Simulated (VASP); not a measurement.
# ScBSbP3 (Cmmm) in VASP: notebook, part 2 of 2

VASP 6.6.1.

**4. Single point, PBE**

This run uses another cell than the first one, of 23.48 Å³/atom, 1.041 times its volume.

Input file INCAR:

```
PREC = Accurate
ENCUT = 520
EDIFF = 1E-6
ISMEAR = 0
SIGMA = 0.1
LREAL = False
LASPH = True
NELM = 60
ALGO = Normal
ISIF = 2
LWAVE = False
LCHARG = False
GGA = PE
NBANDS = 26
```

Input file KPOINTS:

```
regular mesh
0
Gamma
  4 4 4
```

Input file POSCAR:

```
ScBSbP3
1.0
    2.4164910931     -5.1081449334      0.0000000000
    2.4164910931      5.1081449334      0.0000000000
    0.0000000000      0.0000000000      5.7068140456
Sc B Sb P
1 1 1 3
Direct
    0.5000000000      0.5000000000      0.5000000000
    0.0000000000      0.0000000000      0.0000000000
    0.5000000000      0.5000000000      0.0000000000
    0.0000000000      0.0000000000      0.5000000000
    0.2269270676      0.7730729324      0.5000000000
    0.7730729324      0.2269270676      0.5000000000
```

Potentials or basis: VASP PAW PBE potentials, release 64 (Sc_sv, B, Sb, P).

Started as:

```console
cat potpaw_PBE.64/Sc_sv/POTCAR potpaw_PBE.64/B/POTCAR potpaw_PBE.64/Sb/POTCAR potpaw_PBE.64/P/POTCAR > POTCAR
mpirun -np 1 vasp_std > vasp.out
```

OUTCAR:

```text
PREC = Accurate
   ENCUT = 520
   EDIFF = 1E-6
   ISMEAR = 0
   LREAL = False
   LASPH = True
   NELM = 60
   ISIF = 2
   GGA = PE

 ion  position               nearest neighbor table
   1  0.500  0.500  0.500-   4 2.42   4 2.42   6 2.79   5 2.79   3 2.85   3 2.85
   2  0.000  0.000  0.000-   3 2.42   3 2.42
   3  0.500  0.500  0.000-   2 2.42   2 2.42   1 2.85   1 2.85
   4  0.000  0.000  0.500-   5 2.32   6 2.32   1 2.42   1 2.42
   5  0.227  0.773  0.500-   4 2.32   6 2.46   6 2.46   1 2.79
   6  0.773  0.227  0.500-   4 2.32   5 2.46   5 2.46   1 2.79

  LATTYP: Found a base centered orthorhombic cell.
 ALAT       =     4.8329821862
 B/A-ratio  =     2.1138687198
 C/A-ratio  =     1.1808059343

  Lattice vectors:

 A1 = (   2.4164910931,  -5.1081449334,   0.0000000000)
 A2 = (   2.4164910931,   5.1081449334,   0.0000000000)
 A3 = (   0.0000000000,   0.0000000000,   5.7068140456)

Analysis of symmetry for initial positions (statically):
=====================================================================
 Subroutine PRICEL returns:
 Original cell was already a primitive cell.

 Routine SETGRP: Setting up the symmetry group for a
 base centered orthorhombic supercell.

 Subroutine GETGRP returns: Found  8 space group operations
 (whereof  8 operations were pure point group operations)
 out of a pool of  8 trial point group operations.

The static configuration has the point symmetry D_2h.

Analysis of symmetry for dynamics (positions and initial velocities):
=====================================================================
 Subroutine PRICEL returns:
 Original cell was already a primitive cell.

 Routine SETGRP: Setting up the symmetry group for a
 base centered orthorhombic supercell.

 Subroutine GETGRP returns: Found  8 space group operations
 (whereof  8 operations were pure point group operations)
 out of a pool of  8 trial point group operations.

The dynamic configuration has the point symmetry D_2h.

 Subroutine INISYM returns: Found  8 space group operations
 (whereof  8 operations are pure point group operations),
 and found     1 'primitive' translations

----------------------------------------------------------------------------------------

                                     Primitive cell

  volume of cell :     140.8874

  direct lattice vectors                    reciprocal lattice vectors
     2.416491093 -5.108144933  0.000000000     0.206911584 -0.097882892  0.000000000
     2.416491093  5.108144933  0.000000000     0.206911584  0.097882892  0.000000000
     0.000000000  0.000000000  5.706814046     0.000000000  0.000000000  0.175229119

  length of vectors
     5.650891422  5.650891422  5.706814046     0.228896187  0.228896187  0.175229119

  position of ions in fractional coordinates (direct lattice)
     0.500000000  0.500000000  0.500000000
     0.000000000  0.000000000  0.000000000
     0.500000000  0.500000000  0.000000000
     0.000000000  0.000000000  0.500000000
     0.226927068  0.773072932  0.500000000
[... 30 lines left out ...]
     0.000000000  0.000000000  0.000000000

 Subroutine IBZKPT returns following result:
 ===========================================

 Found     21 irreducible k-points:

 Following reciprocal coordinates:
            Coordinates               Weight
  0.000000  0.000000  0.000000      1.000000
  0.250000  0.000000  0.000000      4.000000
  0.500000  0.000000  0.000000      2.000000
  0.250000  0.250000  0.000000      2.000000
  0.500000  0.250000  0.000000      4.000000
 -0.250000  0.250000  0.000000      2.000000
[... 13 lines left out ...]
 -0.250000  0.250000  0.500000      2.000000
  0.500000  0.500000  0.500000      1.000000
   k-points           NKPTS =     21   k-points in BZ     NKDIM =     21   number of bands    NBANDS=     26
   number of dos      NEDOS =    301   number of ions     NIONS =      6
   total plane-waves  NPLWV =  74088
   dimension x,y,z NGX =    42 NGY =   42 NGZ =   42
   dimension x,y,z NGXF=    84 NGYF=   84 NGZF=   84
   ions per type =               1   1   1   3
   NGX,Y,Z   is equivalent  to a cutoff of  12.36, 12.36, 12.24 a.u.
   NGXF,Y,Z  is equivalent  to a cutoff of  24.71, 24.71, 24.47 a.u.
 SYSTEM =  unknown system
   PREC   = accura    normal or accurate (medium, high low for compatibility)
   ISTART =      0    job   : 0-new  1-cont  2-samecut
   ICHARG =      2    charge: 1-file 2-atom 10-const
   ISPIN  =      1    spin polarized calculation?
   LNONCOLLINEAR =      F non collinear calculations
   LSORBIT =      F    spin-orbit coupling
   LASPH  =      T    aspherical Exc in radial PAW
   ENCUT  =  520.0 eV  38.22 Ry    6.18 a.u.  10.51 10.51 10.61*2*pi/ulx,y,z
   NELM   =     60;   NELMIN=  2; NELMDL= -5     # of ELM steps
   EDIFF  = 0.1E-05   stopping-criterion for ELM
   LREAL  =      F    real-space projection
   EDIFFG = 0.1E-04   stopping-criterion for IOM
   NSW    =      0    number of steps for IOM
   IBRION =     -1    ionic relax: 0-MD 1-quasi-New 2-CG
   NFREE  =      0    steps in history (QN), initial steepest desc. (CG)
   ISIF   =      2    stress and relaxation
   ISYM   =      2    0-nonsym 1-usesym 2-fastsym
   POTIM  = 0.5000    time-step for ionic-motion
   TEBEG  =    0.0;   TEEND  =   0.0 temperature during run
   PSTRESS=    0.0 pullay stress
   NELECT =      34.0000    total number of electrons
   NUPDOWN=      -1.0000    fix difference up-down
   EMIN   =  10.00;   EMAX   =-10.00  energy-range for DOS
   EFERMI =   0.00;   METHOD = LEGACY
   ISMEAR =     0;   SIGMA  =   0.10  broadening in eV -4-tet -1-fermi 0-gaus
   EFERMI_NEDOS =   21; number of points for ismear=-14 and -15
   IALGO  =     38    algorithm
   IMIX   =      4    mixing-type and parameters
     AMIX     =   0.40;   BMIX     =  1.00
     AMIX_MAG =   1.60;   BMIX_MAG =  1.00
  volume/ion in A,a.u.               =      23.48       158.46
  Fermi-wavevector in a.u.,A,eV,Ry     =   1.019241  1.926087 14.134456  1.038853
  Thomas-Fermi vector in A             =   2.152744
   LORBIT       =      0    0 simple, 1 ext, 2 COOP (PROOUT), +10 PAW based schemes
   GGA     = PE    functional components
   LHFCALC =     F    Hartree Fock is set to
   AEXX    =    0.0000 exact exchange contribution
   IVDW    =     0    specifies the selected vdW correction
   LEPSILON=     F    determine dielectric tensor
   LRPA    =     F    only Hartree local field effects (RPA)
 non-spin polarized calculation
 Gauss-broadening in eV      SIGMA  =   0.10
  energy-cutoff  :      520.00
  volume of cell :      140.89
 maximum number of plane-waves:      3818
   NGX = 21   NGY = 21   NGZ = 21

 number of electron      33.9999995 magnetization

 Free energy of the ion-electron system (eV)
  ---------------------------------------------------
  ext. energy  EPLUGINS =         0.00000000
  ---------------------------------------------------
  free energy    TOTEN  =       -29.05776591 eV

  energy without entropy =      -29.02502646  energy(sigma->0) =      -29.04139618

 E-fermi :   3.9687     XC(G=0):  -9.0318

 val. band max:        3.9610184087   @ k =   0.2500   0.2500   0.5000
 cond. band min:       3.9870782832   @ k =   0.5000   0.2500   0.0000
 fundamental gap:      0.0260598745
 Fermi energy:         3.9687412649

 k-point     1 :       0.0000    0.0000    0.0000
  band No.  band energies     occupation
      1     -45.4982      2.00000
      2     -24.2616      2.00000
      3     -24.1812      2.00000
      4     -24.1260      2.00000
      5      -9.2484      2.00000
      6      -5.7871      2.00000
[... 598 lines left out ...]
     25       7.6835      0.00000
     26       8.1876      0.00000

------------------------ aborting loop because EDIFF is reached ----------------------------------------

  FORCE on cell =-STRESS in cart. coord.  units (eV):
  Direction    XX          YY          ZZ          XY          YZ          ZX
  --------------------------------------------------------------------------------------
  -------------------------------------------------------------------------------------
  Total        0.1226822     -0.2030752      0.1972252     -0.0000000      0.0000000      0.0000000
  in kB        1.3951474     -2.3093798      2.2428538     -0.0000000      0.0000000      0.0000000
  external PRESSURE =       0.4428738 kB  Pullay stress =       0.0000000 kB

 VOLUME and BASIS-vectors are now :
 -----------------------------------------------------------------------------
  energy-cutoff  :      520.00
  volume of cell :      140.89
      direct lattice vectors                 reciprocal lattice vectors
     2.416491093 -5.108144933  0.000000000     0.206911584 -0.097882892  0.000000000
     2.416491093  5.108144933  0.000000000     0.206911584  0.097882892  0.000000000
     0.000000000  0.000000000  5.706814046     0.000000000  0.000000000  0.175229119

 POSITION                                       TOTAL-FORCE (eV/Angst)
 -----------------------------------------------------------------------------------
      2.41649      0.00000      2.85341         0.000000      0.000000      0.000000
      0.00000      0.00000      0.00000        -0.000000      0.000000      0.000000
      2.41649      0.00000      0.00000         0.000000      0.000000      0.000000
      0.00000      0.00000      2.85341         0.000000      0.000000      0.000000
      2.41649      2.78979      2.85341         0.000000      0.009525     -0.000000
      2.41649     -2.78979      2.85341         0.000000     -0.009525      0.000000
 -----------------------------------------------------------------------------------
    total drift:                               -0.000000     -0.000000     -0.000000

  FREE ENERGIE OF THE ION-ELECTRON SYSTEM (eV)
  ---------------------------------------------------
  free  energy   TOTEN  =       -29.0577659091 eV

  energy  without entropy=      -29.0250264555  energy(sigma->0) =      -29.04139618
```

stdout:

```text
POSCAR found type information on POSCAR ScB SbP
 POSCAR found :  4 types and       6 ions
 scaLAPACK will be used
 LDA part: xc-table for (Slater+PW92), standard interpolation
 POSCAR, INCAR and KPOINTS ok, starting setup
 FFT: planning ... GRIDC
 FFT: planning ... GRID_SOFT
 FFT: planning ... GRID
 WAVECAR not read
 entering main loop
```

Wall time 1.9 min (1 thread of Oxide Virtual Turin-like, shared host); peak memory 0.27 GiB.

Results:

```yaml
Free_energy: -29.0578 eV
Pressure: 0.0 GPa
Largest_force: 0.010 eV/Å
Band_gap_on_the_k_mesh: zero (band 17 reaches 4.77 eV, above the bottom of band 18 at 3.35 eV)
```

Forces on the atoms (eV/Å):
```
Sc   0.000  0.000  0.000
B    0.000  0.000  0.000
Sb   0.000  0.000  0.000
P    0.000  0.000  0.000
P    0.000  0.010  0.000
P    0.000 -0.010  0.000
```

Caveat: spin-orbit coupling is left out, which moves the levels of the heavy elements.

**5. Overview**

| cell | k mesh | gap on the mesh (eV) | pressure (GPa) | largest force (eV/Å) |
| --- | --- | --- | --- | --- |
| a = 4.161, b = 4.161, c = 8.013 Å, angles 90.0, 90.0, 102.6°, 6 atoms | 4 × 4 × 2 | none | 70.3 | 13.11 |
| a = 5.599, b = 5.599, c = 5.720 Å, angles 90.0, 90.0, 128.0°, 6 atoms | 4 × 4 × 2 | none | 0.0 | 0.02 |
| a = 5.651, b = 5.651, c = 5.707 Å, angles 90.0, 90.0, 129.4°, 6 atoms | 4 × 4 × 4 | none | 0.0 | 0.01 |

Alike in all rows: task single point; level PBE; potentials or basis VASP PAW PBE potentials, release 64 (Sc_sv, B, Sb, P); no spin polarisation; cutoff (eV) 520; smearing gaussian 0.1 eV.

Caveats: some runs use coarse meshes; spin-orbit coupling is left out, which moves the levels of the heavy elements; forces of over 1 eV/Å act on the atoms, so gaps and moduli don't describe the material at rest (some runs).

Total energies depend on the potentials used, so only differences within one code and one set of settings carry meaning.
